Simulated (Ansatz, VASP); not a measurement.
# Two plane-wave programs on InSb3

File INCAR:

```
SYSTEM = InSb3
PREC     = Accurate       ! precision mode
ENCUT    = 520            ! plane-wave cutoff, eV
EDIFF    = 1E-6           ! SCF threshold, eV
ISMEAR   = 0              ! smearing method
SIGMA    = 0.15           ! smearing width, eV
LREAL    = .False.        ! projectors in reciprocal space
LASPH    = .True.         ! aspherical terms in the spheres
NELM     = 100            ! most SCF steps
ALGO     = Normal         ! electronic algorithm
ISIF     = 2              ! what is computed and relaxed
LWAVE    = .False.        ! write WAVECAR
LCHARG   = .True.         ! write CHGCAR
GGA      = PS             ! functional
LELF     = .True.         ! ELF
LVHAR    = .True.       
NBANDS   = 22             ! bands
```

The input KPOINTS:

```
regular mesh
0
Gamma
  8 8 8
  0 0 0
```

Contents of POSCAR:

```
InSb3
1.0
    4.6811776833     -0.1104095949     -0.1104095949
   -0.1104095949      4.6811776833     -0.1104095949
   -0.1104095949     -0.1104095949      4.6811776833
In Sb
1 3
Direct
    0.0000000000      0.0000000000      0.0000000000
    0.5000000000      0.0000000000      0.5000000000
    0.0000000000      0.5000000000      0.5000000000
    0.5000000000      0.5000000000      0.0000000000
```

Input for Ansatz:

```yaml
crystal:
  lattice:
    - [4.6811776833, -0.1104095949, -0.1104095949]
    - [-0.1104095949, 4.6811776833, -0.1104095949]
    - [-0.1104095949, -0.1104095949, 4.6811776833]
  atoms:
    - { symbol: In, position: [0.0, 0.0, 0.0] }
    - { symbol: Sb, position: [0.5, 0.0, 0.5] }
    - { symbol: Sb, position: [0.0, 0.5, 0.5] }
    - { symbol: Sb, position: [0.5, 0.5, 0.0] }
basis:
  ecutwfc: 420
kpoints:
  mp_grid: { grid: [8, 8, 8] }
hamiltonian:
  xc: pbesol
  pseudopotentials: { kind: paw, azcp: { folder: soft_1 } }
scf:
  occupations: { method: gaussian, width: 0.15 }
output:
  forces: true
  stress: true
  eigenvalues: true
```

Change from the starting cell: equal engineering shear yz, xz and xy -0.0467, equal normal strain along x, y and z -0.0100.

Alike in both runs: task single point; functional PBEsol; k mesh 8 × 8 × 8; occupations gaussian, width 0.15 eV; no spin polarisation.

```csv
,VASP,Ansatz
version,VASP 6.6.1,Ansatz 0.2.0
potentials or method,"VASP PAW PBE potentials, release 64 (In_d, Sb), cutoff 520 eV","scalar-relativistic, plane waves, PAW"
valence electrons in the cell,28,58
```

VASP gave:

* gap on the k mesh at the Fermi level (eV): none
* pressure (GPa): 2.3
* traceless stress, the component that is largest in VASP (GPa): 0.77

Q: Which values does Ansatz return?

A: gap on the k mesh at the Fermi level (eV): none; pressure (GPa): 2.2; traceless stress, the component that is largest in VASP (GPa): 0.76.

VASP's potentials were made for PBE, not for PBEsol, and Ansatz warns of the same on its side. A gap of «none» marks a metal or a gap that the smearing closes. With one functional, cell and mesh, what is left measures potentials, basis and numerics. VASP's potentials hold 28 valence electrons a cell and Ansatz's 58, so a difference there can come from the potentials and not from the codes.

Spin-orbit coupling is off throughout.
